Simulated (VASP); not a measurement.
# Os (Fm-3m) in VASP: settings compared, part 2 of 2

VASP 6.6.1.

## Step 3: Single point, r2SCAN+D3(BJ)

The input, POSCAR:

```
Os
1.0
    0.0000000000      1.9450000000      1.9450000000
    1.9450000000      0.0000000000      1.9450000000
    1.9450000000      1.9450000000      0.0000000000
Os
1
Direct
    0.0000000000      0.0000000000      0.0000000000
```

The input, INCAR.step1:

```
SYSTEM = Os
  PREC = Accurate
  ENCUT = 620
  ISMEAR = -1
  SIGMA = 0.025
  LREAL = .FALSE.
  LASPH = .TRUE.
  NELM = 120
  NBANDS = 14
  GGA = PE
  ALGO = Normal
  EDIFF = 1E-5
  LWAVE = .TRUE.
  LCHARG = .FALSE.
  GGA_COMPAT = .FALSE.
```

The input, INCAR.step2:

```
SYSTEM = Os
  PREC = Accurate
  ENCUT = 620
  EDIFF = 1E-6
  ISMEAR = -1
  SIGMA = 0.025
  LREAL = .FALSE.
  LASPH = .TRUE.
  NELM = 120
  ALGO = Normal
  ISIF = 2
  LWAVE = .FALSE.
  LCHARG = .TRUE.
  METAGGA = R2SCAN
  LMIXTAU = .TRUE.
  IVDW = 12
  LELF = .TRUE.
  LVHAR = .TRUE.
  VDW_S6 = 1.0
  VDW_S8 = 0.78981345
  VDW_A1 = 0.49484001
  VDW_A2 = 5.73083694
  NBANDS = 14
  ISTART = 1
  GGA_COMPAT = .FALSE.
```

The input, KPOINTS:

```
Automatic mesh
0
G
  12 12 12
  0 0 0
```

Potentials or basis: VASP PAW PBE potentials, release 64 (Os_sv_GW).

Run with:

```
> cat potpaw_PBE.64/Os_sv_GW/POTCAR > POTCAR
> cp INCAR.step1 INCAR
> mpirun -np 1 vasp_std > vasp.out
> cp INCAR.step2 INCAR
> mpirun -np 1 vasp_std > vasp.out
```

OUTCAR:

```text
SYSTEM = Os
   PREC = Accurate
   ENCUT = 620
   EDIFF = 1E-6
   ISMEAR = -1
   LREAL = .FALSE.
   LASPH = .TRUE.
   NELM = 120
   ISIF = 2
   METAGGA = R2SCAN
   IVDW = 12
   ISTART = 1
 IVDW          = 12

 ion  position               nearest neighbor table
   1  0.000  0.000  0.000-

  LATTYP: Found a face centered cubic cell.
 ALAT       =     3.8900000000

  Lattice vectors:

 A1 = (   0.0000000000,   1.9450000000,   1.9450000000)
 A2 = (   1.9450000000,   0.0000000000,   1.9450000000)
 A3 = (   1.9450000000,   1.9450000000,   0.0000000000)

Analysis of symmetry for initial positions (statically):
=====================================================================
 Subroutine PRICEL returns:
 Original cell was already a primitive cell.

 Routine SETGRP: Setting up the symmetry group for a
 face centered cubic supercell.

 Subroutine GETGRP returns: Found 48 space group operations
 (whereof 48 operations were pure point group operations)
 out of a pool of 48 trial point group operations.

The static configuration has the point symmetry O_h .

Analysis of symmetry for dynamics (positions and initial velocities):
=====================================================================
 Subroutine PRICEL returns:
 Original cell was already a primitive cell.

 Routine SETGRP: Setting up the symmetry group for a
 face centered cubic supercell.

 Subroutine GETGRP returns: Found 48 space group operations
 (whereof 48 operations were pure point group operations)
 out of a pool of 48 trial point group operations.

The dynamic configuration has the point symmetry O_h .

 Subroutine INISYM returns: Found 48 space group operations
 (whereof 48 operations are pure point group operations),
 and found     1 'primitive' translations

----------------------------------------------------------------------------------------

                                     Primitive cell

  volume of cell :      14.7160

  direct lattice vectors                    reciprocal lattice vectors
     0.000000000  1.945000000  1.945000000    -0.257069409  0.257069409  0.257069409
     1.945000000  0.000000000  1.945000000     0.257069409 -0.257069409  0.257069409
     1.945000000  1.945000000  0.000000000     0.257069409  0.257069409 -0.257069409

  length of vectors
     2.750645379  2.750645379  2.750645379     0.445257277  0.445257277  0.445257277

  position of ions in fractional coordinates (direct lattice)
     0.000000000  0.000000000  0.000000000

  ion indices of the primitive-cell ions
   primitive index   ion index
                 1           1

----------------------------------------------------------------------------------------

 KPOINTS: Automatic mesh

Automatic generation of k-mesh.
 Grid dimensions read from file:
 generate k-points for:   12   12   12

 Generating k-lattice:

  Cartesian coordinates                     Fractional coordinates (reciprocal lattice)
    -0.021422451  0.021422451  0.021422451     0.083333333  0.000000000  0.000000000
     0.021422451 -0.021422451  0.021422451     0.000000000  0.083333333  0.000000000
     0.021422451  0.021422451 -0.021422451     0.000000000  0.000000000  0.083333333

  Length of vectors
     0.037104773  0.037104773  0.037104773

  Shift w.r.t. Gamma in fractional coordinates (k-lattice)
     0.000000000  0.000000000  0.000000000

 Subroutine IBZKPT returns following result:
 ===========================================

 Found     72 irreducible k-points:

 Following reciprocal coordinates:
            Coordinates               Weight
  0.000000  0.000000  0.000000      1.000000
  0.083333  0.000000  0.000000      8.000000
  0.166667  0.000000  0.000000      8.000000
  0.250000  0.000000  0.000000      8.000000
  0.333333  0.000000  0.000000      8.000000
  0.416667  0.000000  0.000000      8.000000
[... 16 lines left out ...]
  0.500000  0.166667  0.000000     24.000000
 -0.416667  0.166667  0.000000     24.000000
 [... further k-points ...]
   k-points           NKPTS =     72   k-points in BZ     NKDIM =     72   number of bands    NBANDS=     14
   number of dos      NEDOS =    301   number of ions     NIONS =      1
   total plane-waves  NPLWV =  13824
   dimension x,y,z NGX =    24 NGY =   24 NGZ =   24
   dimension x,y,z NGXF=    48 NGYF=   48 NGZF=   48
   ions per type =               1
   NGX,Y,Z   is equivalent  to a cutoff of  14.51, 14.51, 14.51 a.u.
   NGXF,Y,Z  is equivalent  to a cutoff of  29.01, 29.01, 29.01 a.u.
 SYSTEM =  Os
   PREC   = accura    normal or accurate (medium, high low for compatibility)
   ISTART =      1    job   : 0-new  1-cont  2-samecut
   ICHARG =      0    charge: 1-file 2-atom 10-const
   ISPIN  =      1    spin polarized calculation?
   LNONCOLLINEAR =      F non collinear calculations
   LSORBIT =      F    spin-orbit coupling
   LASPH  =      T    aspherical Exc in radial PAW
   ENCUT  =  620.0 eV  45.57 Ry    6.75 a.u.   5.58  5.58  5.58*2*pi/ulx,y,z
   NELM   =    120;   NELMIN=  2; NELMDL=  0     # of ELM steps
   EDIFF  = 0.1E-05   stopping-criterion for ELM
   LREAL  =      F    real-space projection
   EDIFFG = 0.1E-04   stopping-criterion for IOM
   NSW    =      0    number of steps for IOM
   IBRION =     -1    ionic relax: 0-MD 1-quasi-New 2-CG
   NFREE  =      0    steps in history (QN), initial steepest desc. (CG)
   ISIF   =      2    stress and relaxation
   ISYM   =      2    0-nonsym 1-usesym 2-fastsym
   POTIM  = 0.5000    time-step for ionic-motion
   TEBEG  =    0.0;   TEEND  =   0.0 temperature during run
   PSTRESS=    0.0 pullay stress
   NELECT =      16.0000    total number of electrons
   NUPDOWN=      -1.0000    fix difference up-down
   EMIN   =  10.00;   EMAX   =-10.00  energy-range for DOS
   EFERMI =   0.00;   METHOD = LEGACY
   ISMEAR =    -1;   SIGMA  =   0.03  broadening in eV -4-tet -1-fermi 0-gaus
   EFERMI_NEDOS =   21; number of points for ismear=-14 and -15
   IALGO  =     38    algorithm
   IMIX   =      4    mixing-type and parameters
     AMIX     =   0.40;   BMIX     =  1.00
     AMIX_MAG =   1.60;   BMIX_MAG =  1.00
  volume/ion in A,a.u.               =      14.72        99.31
  Fermi-wavevector in a.u.,A,eV,Ry     =   1.683392  3.181149 38.556300  2.833808
  Thomas-Fermi vector in A             =   2.766601
   LORBIT       =      0    0 simple, 1 ext, 2 COOP (PROOUT), +10 PAW based schemes
   METAGGA = R2SCAN    functional components
   LHFCALC =     F    Hartree Fock is set to
   AEXX    =    0.0000 exact exchange contribution
   IVDW    =    12    specifies the selected vdW correction
   LEPSILON=     F    determine dielectric tensor
   LRPA    =     F    only Hartree local field effects (RPA)
 non-spin polarized calculation
  energy-cutoff  :      620.00
  volume of cell :       14.72
 maximum number of plane-waves:       532
 NGX is ok and might be reduce to    24
   NGX = 11   NGY = 11   NGZ = 11

 number of electron      15.9999999 magnetization

 Free energy of the ion-electron system (eV)
  ---------------------------------------------------
  ext. energy  EPLUGINS =         0.00000000
  ---------------------------------------------------
  free energy    TOTEN  =       -53.92201887 eV

  energy without entropy =      -53.92080022  energy(sigma->0) =      -53.92140954

 E-fermi :  12.5900     XC(G=0): -15.6551

 val. band max:       12.5836670361   @ k =  -0.4167   0.5000   0.0833
 cond. band min:      12.6206757072   @ k =  -0.4167   0.3333   0.0000
 fundamental gap:      0.0370086711
 Fermi energy:        12.5900106283

 k-point     1 :       0.0000    0.0000    0.0000
  band No.  band energies     occupation
      1     -76.0248      2.00000
      2     -34.2640      2.00000
      3     -34.2640      2.00000
      4     -34.2640      2.00000
      5       1.6753      2.00000
      6       9.6544      2.00000
      7       9.6544      2.00000
      8       9.6544      2.00000
      9      12.5647      1.46649
     10      12.5647      1.46649
     11      26.5355      0.00000
     12      32.3606      0.00000
     13      32.3606      0.00000
     14      32.3606      0.00000
[... 375 lines left out ...]
 k-point    24 :      -0.4167    0.1667    0.0000
  band No.  band energies     occupation
      1     -75.9260      2.00000
      2     -35.1482      2.00000
      3     -34.5766      2.00000
      4     -34.4341      2.00000
      5       5.9565      2.00000
      6       8.5753      2.00000
      7      10.3252      2.00000
      8      10.3654      2.00000
      9      14.3988      0.00000
     10      17.5430      0.00000
     11      21.1922      0.00000
     12      28.2127      0.00000
     13      30.7101      0.00000
     14      32.7075      0.00000

 [... further k-points ...]

------------------------ aborting loop because EDIFF is reached ----------------------------------------

 Edisp (eV)   -0.29155

 E8    (eV) :    -0.1153

  FORCE on cell =-STRESS in cart. coord.  units (eV):
  Direction    XX          YY          ZZ          XY          YZ          ZX
  --------------------------------------------------------------------------------------
  -------------------------------------------------------------------------------------
  Total      -1.95711    -1.95711    -1.95711     0.00000     0.00000     0.00000
  in kB    -213.07723  -213.07723  -213.07723     0.00000     0.00000     0.00000
  external pressure =     -213.08 kB  Pullay stress =        0.00 kB

 VOLUME and BASIS-vectors are now :
 -----------------------------------------------------------------------------
  energy-cutoff  :      620.00
  volume of cell :       14.72
      direct lattice vectors                 reciprocal lattice vectors
     0.000000000  1.945000000  1.945000000    -0.257069409  0.257069409  0.257069409
     1.945000000  0.000000000  1.945000000     0.257069409 -0.257069409  0.257069409
     1.945000000  1.945000000  0.000000000     0.257069409  0.257069409 -0.257069409

 POSITION                                       TOTAL-FORCE (eV/Angst)
 -----------------------------------------------------------------------------------
      0.00000      0.00000      0.00000         0.000000      0.000000     -0.000000
 -----------------------------------------------------------------------------------
    total drift:                               -0.000000      0.000000      0.000000

  FREE ENERGIE OF THE ION-ELECTRON SYSTEM (eV)
  ---------------------------------------------------
  free  energy   TOTEN  =       -54.2135681029 eV

  energy  without entropy=      -54.2123494532  energy(sigma->0) =      -54.21295878
```

Wall time 88 s (1 thread of AMD EPYC 7R13 (Zen 3), shared host); peak memory 0.14 GiB.

What came out:

| Property | Result |
| --- | --- |
| Free energy | -54.2136 eV |
| Pressure | -21.3 GPa |
| Band gap on the k mesh | zero (bands 8 and 9 overlap by 3.67 eV) |
| Dispersion energy per atom | -0.292 eV |

Caveat: the cell stands under tension; the PAW data sets were made with another functional, which shifts forces and pressure a little; spin-orbit coupling is left out, which moves the levels of the heavy elements.

The gap in the log of VASP goes by the Fermi energy; the results here count the filled bands.